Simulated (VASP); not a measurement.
# FeO (Pm-3m) in VASP: further runs

Aim: see how the results for FeO move with the level of theory and the settings. Levels: LDA, PBEsol. Tasks: single point.

Everything below comes from runs of VASP 6.6.1. Logs are shortened: lines on timing, memory, paths and dates and some standing lists are left out, and cuts for length are marked.

**1. The cell of the first run**

It takes space group Pm-3m (No. 221, cubic). The conventional cell has a = 2.577 Å, b = 2.577 Å, c = 2.577 Å, α = 90.00°, β = 90.00°, γ = 90.00°. Fe (site symmetry m-3m) has 8 O at 2.23 Å and 6 Fe at 2.58 Å within 3.0 Å. O (site symmetry m-3m) has 8 Fe at 2.23 Å and 6 O at 2.58 Å within 3.0 Å.

**2. Single point, LDA, collinear spin, ferromagnetic start**

The input, INCAR:

```
ALGO = Normal ; EDIFF = 1E-6
ENCUT = 520 ; ISIF = 2
ISMEAR = -1 ; ISPIN = 2
LASPH = True ; LCHARG = False
LMAXMIX = 4 ; LORBIT = 11
LREAL = False ; LWAVE = False
MAGMOM = 3 0 ; NBANDS = 18
NELM = 150 ; PREC = Accurate
SIGMA = 0.05
```

The input, KPOINTS:

```
k-points
0
Gamma
  10 10 10
```

The input, POSCAR:

```
FeO
1.0
    2.5771361389      0.0000000000      0.0000000000
    0.0000000000      2.5771361389      0.0000000000
    0.0000000000      0.0000000000      2.5771361389
Fe O
1 1
Direct
    0.0000000000      0.0000000000      0.0000000000
    0.5000000000      0.5000000000      0.5000000000
```

Potentials or basis: VASP PAW LDA potentials, release 64 (Fe, O).

The run is started by

```sh
cat potpaw_LDA.64/Fe/POTCAR potpaw_LDA.64/O/POTCAR > POTCAR
mpirun -np 1 vasp_std > vasp.out
```

OUTCAR:

```text
EDIFF = 1E-6
   ENCUT = 520
   ISIF = 2
   ISMEAR = -1
   ISPIN = 2
   LASPH = True
   LORBIT = 11
   LREAL = False
   NELM = 150
   PREC = Accurate

 ion  position               nearest neighbor table
   1  0.000  0.000  0.000-   2 2.23   2 2.23   2 2.23   2 2.23   2 2.23   2 2.23   2 2.23   2 2.23

   2  0.500  0.500  0.500-   1 2.23   1 2.23   1 2.23   1 2.23   1 2.23   1 2.23   1 2.23   1 2.23

  LATTYP: Found a simple cubic cell.
 ALAT       =     2.5771361389

  Lattice vectors:

 A1 = (   2.5771361389,   0.0000000000,   0.0000000000)
 A2 = (   0.0000000000,   2.5771361389,   0.0000000000)
 A3 = (   0.0000000000,   0.0000000000,   2.5771361389)

Analysis of symmetry for initial positions (statically):
=====================================================================
 Subroutine PRICEL returns:
 Original cell was already a primitive cell.

 Routine SETGRP: Setting up the symmetry group for a
 simple cubic supercell.

 Subroutine GETGRP returns: Found 48 space group operations
 (whereof 48 operations were pure point group operations)
 out of a pool of 48 trial point group operations.

The static configuration has the point symmetry O_h .

Analysis of symmetry for dynamics (positions and initial velocities):
=====================================================================
 Subroutine PRICEL returns:
 Original cell was already a primitive cell.

 Routine SETGRP: Setting up the symmetry group for a
 simple cubic supercell.

 Subroutine GETGRP returns: Found 48 space group operations
 (whereof 48 operations were pure point group operations)
 out of a pool of 48 trial point group operations.

The dynamic configuration has the point symmetry O_h .

Analysis of structural, dynamic, and magnetic symmetry:
=====================================================================
 Subroutine PRICEL returns:
 Original cell was already a primitive cell.

 Routine SETGRP: Setting up the symmetry group for a
 simple cubic supercell.

 Subroutine GETGRP returns: Found 48 space group operations
 (whereof 48 operations were pure point group operations)
 out of a pool of 48 trial point group operations.

The overall configuration has the point symmetry O_h .

 Subroutine INISYM returns: Found 48 space group operations
 (whereof 48 operations are pure point group operations),
 and found     1 'primitive' translations

----------------------------------------------------------------------------------------

                                     Primitive cell

  volume of cell :      17.1164

  direct lattice vectors                    reciprocal lattice vectors
     2.577136139  0.000000000  0.000000000     0.388027619  0.000000000  0.000000000
     0.000000000  2.577136139  0.000000000     0.000000000  0.388027619  0.000000000
     0.000000000  0.000000000  2.577136139     0.000000000  0.000000000  0.388027619

  length of vectors
     2.577136139  2.577136139  2.577136139     0.388027619  0.388027619  0.388027619

  position of ions in fractional coordinates (direct lattice)
     0.000000000  0.000000000  0.000000000
     0.500000000  0.500000000  0.500000000

  ion indices of the primitive-cell ions
   primitive index   ion index
                 1           1
                 2           2

----------------------------------------------------------------------------------------

 KPOINTS: k-points

Automatic generation of k-mesh.
 Grid dimensions read from file:
 generate k-points for:   10   10   10

 Generating k-lattice:

  Cartesian coordinates                     Fractional coordinates (reciprocal lattice)
     0.038802762  0.000000000  0.000000000     0.100000000  0.000000000  0.000000000
     0.000000000  0.038802762  0.000000000     0.000000000  0.100000000  0.000000000
     0.000000000  0.000000000  0.038802762     0.000000000  0.000000000  0.100000000

  Length of vectors
     0.038802762  0.038802762  0.038802762

  Shift w.r.t. Gamma in fractional coordinates (k-lattice)
     0.000000000  0.000000000  0.000000000

 Subroutine IBZKPT returns following result:
 ===========================================

 Found     56 irreducible k-points:

 Following reciprocal coordinates:
            Coordinates               Weight
  0.000000  0.000000  0.000000      1.000000
  0.100000  0.000000  0.000000      6.000000
  0.200000  0.000000  0.000000      6.000000
  0.300000  0.000000  0.000000      6.000000
  0.400000  0.000000  0.000000      6.000000
  0.500000  0.000000  0.000000      3.000000
[... 16 lines left out ...]
  0.200000  0.100000  0.100000     24.000000
  0.300000  0.100000  0.100000     24.000000
 [... further k-points ...]
   k-points           NKPTS =     56   k-points in BZ     NKDIM =     56   number of bands    NBANDS=     18
   number of dos      NEDOS =    301   number of ions     NIONS =      2
   total plane-waves  NPLWV =   8000
   dimension x,y,z NGX =    20 NGY =   20 NGZ =   20
   dimension x,y,z NGXF=    40 NGYF=   40 NGZF=   40
   ions per type =               1   1
   NGX,Y,Z   is equivalent  to a cutoff of  12.90, 12.90, 12.90 a.u.
   NGXF,Y,Z  is equivalent  to a cutoff of  25.80, 25.80, 25.80 a.u.
 SYSTEM =  unknown system
   PREC   = accura    normal or accurate (medium, high low for compatibility)
   ISTART =      0    job   : 0-new  1-cont  2-samecut
   ICHARG =      2    charge: 1-file 2-atom 10-const
   ISPIN  =      2    spin polarized calculation?
   LNONCOLLINEAR =      F non collinear calculations
   LSORBIT =      F    spin-orbit coupling
   LASPH  =      T    aspherical Exc in radial PAW
   ENCUT  =  520.0 eV  38.22 Ry    6.18 a.u.   4.79  4.79  4.79*2*pi/ulx,y,z
   NELM   =    150;   NELMIN=  2; NELMDL= -5     # of ELM steps
   EDIFF  = 0.1E-05   stopping-criterion for ELM
   LREAL  =      F    real-space projection
   EDIFFG = 0.1E-04   stopping-criterion for IOM
   NSW    =      0    number of steps for IOM
   IBRION =     -1    ionic relax: 0-MD 1-quasi-New 2-CG
   NFREE  =      0    steps in history (QN), initial steepest desc. (CG)
   ISIF   =      2    stress and relaxation
   ISYM   =      2    0-nonsym 1-usesym 2-fastsym
   POTIM  = 0.5000    time-step for ionic-motion
   TEBEG  =    0.0;   TEEND  =   0.0 temperature during run
   PSTRESS=    0.0 pullay stress
   NELECT =      14.0000    total number of electrons
   NUPDOWN=      -1.0000    fix difference up-down
   EMIN   =  10.00;   EMAX   =-10.00  energy-range for DOS
   EFERMI =   0.00;   METHOD = LEGACY
   ISMEAR =    -1;   SIGMA  =   0.05  broadening in eV -4-tet -1-fermi 0-gaus
   EFERMI_NEDOS =   21; number of points for ismear=-14 and -15
   IALGO  =     38    algorithm
   IMIX   =      4    mixing-type and parameters
     AMIX     =   0.40;   BMIX     =  1.00
     AMIX_MAG =   1.60;   BMIX_MAG =  1.00
  volume/ion in A,a.u.               =       8.56        57.75
  Fermi-wavevector in a.u.,A,eV,Ry     =   1.531017  2.893204 31.892254  2.344015
  Thomas-Fermi vector in A             =   2.638420
   LORBIT       =     11    0 simple, 1 ext, 2 COOP (PROOUT), +10 PAW based schemes
   GGA     = CA    functional components
   LHFCALC =     F    Hartree Fock is set to
   AEXX    =    0.0000 exact exchange contribution
   IVDW    =     0    specifies the selected vdW correction
   LEPSILON=     F    determine dielectric tensor
   LRPA    =     F    only Hartree local field effects (RPA)
 spin polarized calculation
  energy-cutoff  :      520.00
  volume of cell :       17.12
 maximum number of plane-waves:       480
 NGX is ok and might be reduce to    20
   NGX =  9   NGY =  9   NGZ =  9

 number of electron      13.9999999 magnetization       3.9444355

 Free energy of the ion-electron system (eV)
  ---------------------------------------------------
  ext. energy  EPLUGINS =         0.00000000
  ---------------------------------------------------
  free energy    TOTEN  =       -15.93339073 eV

  energy without entropy =      -15.92713064  energy(sigma->0) =      -15.93026069

 E-fermi :   6.9716     XC(G=0): -13.6205

 val. band max:        6.9559453156   @ k =   0.5000   0.5000   0.4000
 cond. band min:       6.9771171403   @ k =   0.3000   0.2000   0.2000
 fundamental gap:      0.0211718246
 Fermi energy:         6.9715877629

 spin component 1

 k-point     1 :       0.0000    0.0000    0.0000
  band No.  band energies     occupation
      1     -13.7879      1.00000
      2       2.2602      1.00000
      3       2.2602      1.00000
      4       3.8027      1.00000
      5       3.8027      1.00000
      6       3.8027      1.00000
[... 10 lines left out ...]
     17      38.4633      0.00000
     18      38.4633      0.00000
[... 463 lines left out ...]
 k-point    24 :       0.3000    0.1000    0.1000
  band No.  band energies     occupation
      1     -12.7297      1.00000
      2      -0.6922      1.00000
      3       1.8339      1.00000
      4       2.3498      1.00000
      5       2.9567      1.00000
      6       4.4659      1.00000
[... 10 lines left out ...]
     17      34.2095      0.00000
     18      37.0769      0.00000

 [... further k-points ...]

 spin component 2

 k-point     1 :       0.0000    0.0000    0.0000
  band No.  band energies     occupation
      1     -13.1236      1.00000
      2       4.5490      1.00000
      3       4.5490      1.00000
      4       4.5490      1.00000
      5       4.6360      1.00000
      6       4.6360      1.00000
[... 10 lines left out ...]
     17      39.0123      0.00000
     18      39.0123      0.00000
[... 463 lines left out ...]
 k-point    24 :       0.3000    0.1000    0.1000
  band No.  band energies     occupation
      1     -12.0467      1.00000
      2       0.1778      1.00000
      3       3.3282      1.00000
      4       3.6244      1.00000
      5       5.4420      1.00000
      6       7.2589      0.00319
[... 10 lines left out ...]
     17      35.1450      0.00000
     18      37.9759      0.00000

 [... further k-points ...]

------------------------ aborting loop because EDIFF is reached ----------------------------------------

  FORCE on cell =-STRESS in cart. coord.  units (eV):
  Direction    XX          YY          ZZ          XY          YZ          ZX
  --------------------------------------------------------------------------------------
  -------------------------------------------------------------------------------------
  Total       -0.0102544     -0.0102544     -0.0102544     -0.0000000     -0.0000000      0.0000000
  in kB       -0.9598645     -0.9598645     -0.9598645     -0.0000000     -0.0000000      0.0000000
  external PRESSURE =      -0.9598645 kB  Pullay stress =       0.0000000 kB

 VOLUME and BASIS-vectors are now :
 -----------------------------------------------------------------------------
  energy-cutoff  :      520.00
  volume of cell :       17.12
      direct lattice vectors                 reciprocal lattice vectors
     2.577136139  0.000000000  0.000000000     0.388027619  0.000000000  0.000000000
     0.000000000  2.577136139  0.000000000     0.000000000  0.388027619  0.000000000
     0.000000000  0.000000000  2.577136139     0.000000000  0.000000000  0.388027619

 POSITION                                       TOTAL-FORCE (eV/Angst)
 -----------------------------------------------------------------------------------
      0.00000      0.00000      0.00000         0.000000      0.000000      0.000000
      1.28857      1.28857      1.28857         0.000000      0.000000      0.000000
 -----------------------------------------------------------------------------------
    total drift:                                0.000000      0.000000      0.000000

  FREE ENERGIE OF THE ION-ELECTRON SYSTEM (eV)
  ---------------------------------------------------
  free  energy   TOTEN  =       -15.9333907341 eV

  energy  without entropy=      -15.9271306423  energy(sigma->0) =      -15.93026069

 total charge

# of ion       s       p       d       tot
------------------------------------------
    1        0.320   0.412   6.192   6.924
    2        1.558   3.399   0.000   4.957
--------------------------------------------------
tot          1.879   3.811   6.192  11.881

 magnetization (x)

# of ion       s       p       d       tot
------------------------------------------
    1        0.007   0.023   3.409   3.438
    2        0.031   0.360   0.000   0.392
--------------------------------------------------
tot          0.038   0.383   3.409   3.830
```

Run time: 50 s. Hardware: 1 thread of Intel Xeon 8259CL, shared host; peak memory 0.14 GiB.

Results:

```
Free energy                                           : -15.9334 eV
Pressure                                              : -0.1 GPa
Net moment                                            : 3.94 μB per cell
Site moments                                          : Fe +3.44; O +0.39 μB
Valence electrons inside the program's atomic spheres : Fe 6.92; O 4.96
```

Caveat: a cell with one magnetic atom can't hold antiferromagnetic order, which such compounds often take; semilocal functionals often make such compounds metallic where correlation or magnetic order opens a gap, which also shifts bond lengths. With open d or f shells a metallic result of LDA can be an artefact of self-interaction; +U or a hybrid may open a gap.

**3. Single point, PBEsol, collinear spin, ferromagnetic start**

This run uses another cell than the first one, of 8.92 Å³/atom.

The input, INCAR:

```
SYSTEM = FeO
PREC = Accurate ; ENCUT = 520
EDIFF = 1E-6 ; ISMEAR = -1
SIGMA = 0.05 ; LREAL = .False.
LASPH = .True. ; NELM = 150
ALGO = Normal ; ISIF = 2
LWAVE = .False. ; LCHARG = .False.
ISPIN = 2 ; MAGMOM = 3 0
LORBIT = 11 ; LMAXMIX = 4
GGA = PS ; NBANDS = 18
```

The input, KPOINTS:

```
Automatic mesh
0
Gamma
  10 10 10
  0 0 0
```

The input, POSCAR:

```
FeO
1.0
    2.6124696300      0.0000000000      0.0000000000
    0.0000000000      2.6124696300      0.0000000000
    0.0000000000      0.0000000000      2.6124696300
Fe O
1 1
Direct
    0.0000000000      0.0000000000      0.0000000000
    0.5000000000      0.5000000000      0.5000000000
```

Potentials or basis: VASP PAW PBE potentials, release 64 (Fe, O).

The run is started by

```sh
cat potpaw_PBE.64/Fe/POTCAR potpaw_PBE.64/O/POTCAR > POTCAR
mpirun -np 1 vasp_std > vasp.out
```

Run time: 62 s. Hardware: 1 thread of Intel Xeon 8259CL, shared host; peak memory 0.15 GiB.

It converged, with:

```yaml
Free_energy: -15.3371 eV
Pressure: -0.4 GPa
Band_gap_on_the_k_mesh: zero (filled and empty bands overlap)
Net_moment: 4.00 μB per cell
Site_moments: Fe +3.52; O +0.38 μB
Valence_electrons_inside_the_program's_atomic_spheres: Fe 6.82; O 4.95
```

Levels at points of the mesh, in eV from the Fermi level:
Spin up:
```
           k point  band 7  band 8  band 9  band 10  band 11  band 12
(0.00, 0.00, 0.00)   -2.54   -2.54   -2.54     0.63    15.12    15.12
(0.50, 0.00, 0.00)   -1.58   -0.27   -0.27     5.89     8.18    15.64
(0.50, 0.50, 0.00)   -3.21   -2.05   -1.53     5.85    10.99    10.99
(0.50, 0.50, 0.50)   -0.20   -0.20   -0.20     6.45     6.45     6.45
```
Spin down:
| k point | band 2 | band 3 | band 4 | band 5 | band 6 | band 7 | band 8 | band 9 |
| --- | --- | --- | --- | --- | --- | --- | --- | --- |
| (0.00, 0.00, 0.00) | -2.25 | -2.25 | -2.25 | -2.14 | -2.14 | 1.48 | 1.48 | 1.48 |
| (0.50, 0.00, 0.00) | -8.29 | -3.01 | -3.01 | -1.59 | 1.38 | 1.60 | 2.53 | 2.53 |
| (0.50, 0.50, 0.00) | -5.93 | -5.93 | -1.69 | -1.30 | 0.27 | 0.58 | 0.58 | 1.77 |
| (0.50, 0.50, 0.50) | -6.42 | -6.42 | -6.42 | 1.82 | 1.82 | 2.93 | 2.93 | 2.93 |

Caveat: the PAW data sets were made with another functional, which shifts forces and pressure a little; a cell with one magnetic atom can't hold antiferromagnetic order, which such compounds often take; semilocal functionals often make such compounds metallic where correlation or magnetic order opens a gap, which also shifts bond lengths. With open d or f shells a metallic result of PBEsol can be an artefact of self-interaction; +U or a hybrid may open a gap.

The gap in the log of VASP goes by the Fermi energy; the results here count the filled bands.